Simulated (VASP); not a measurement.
# SiC: single point with PBE

SiC:

```
CELL_PARAMETERS angstrom
2.25556 2.25556 0.00000
-2.25556 2.25556 0.00000
0.00000 0.00000 4.30089
ATOMIC_POSITIONS crystal
Si 0.50000 0.00000 0.75000
Si 0.00000 0.50000 0.25000
C 0.00000 0.00000 0.00000
C 0.50000 0.50000 0.50000
```

This cell differs from its parent crystal: biaxial strain in the a-b plane: +3.0 %.

| Item | Value |
| --- | --- |
| Program | VASP 6.6.1 |
| Task | single point |
| Functional | PBE |
| Potentials or basis | VASP PAW PBE potentials, release 64 (Si, C) |
| Cutoff | 520 eV |
| k mesh | 10 × 10 × 6 |
| Occupations | gaussian, width 0.02 eV |
| Spin | no spin polarisation |

* Pressure: -8.2 GPa
* Band gap on the k mesh: 0.94 eV

Stress tensor (GPa, compression positive):
```
-11.88   0.00   0.00
  0.00 -11.88   0.00
  0.00   0.00  -0.85
```

Levels at points of the mesh, in eV from the valence-band top:
```
           k point  band 4  band 5  band 6  band 7  band 8  band 9  band 10  band 11  band 12  band 13
(0.00, 0.00, 0.00)   -3.59   -3.59   -0.30   -0.30    0.00    0.94     3.39     5.37     6.64     6.78
(0.50, 0.00, 0.00)   -5.87   -4.10   -4.10   -1.66   -1.66    4.71     4.71     8.09     8.09     8.36
(0.50, 0.50, 0.00)   -8.01   -3.14   -3.14   -3.07   -3.07    1.36     1.36     4.20     4.20    12.55
(0.00, 0.00, 0.50)   -3.32   -2.30   -2.30   -2.30   -2.30    3.59     3.59     5.71     5.71     9.83
(0.50, 0.00, 0.50)   -8.43   -1.50   -1.50   -0.98   -0.98    4.59     4.59     6.48     6.48     7.29
(0.50, 0.50, 0.50)   -7.25   -4.99   -4.99   -4.68   -4.68    5.36     5.36     9.03     9.03     9.57
```

Wall time 57 s on 1 thread of Intel Xeon 8259CL, on a shared host, peak memory 0.18 GiB.

Caveat: the cell differs from its parent crystal (biaxial strain in the a-b plane: +3.0 %). A k mesh can miss the band edges.
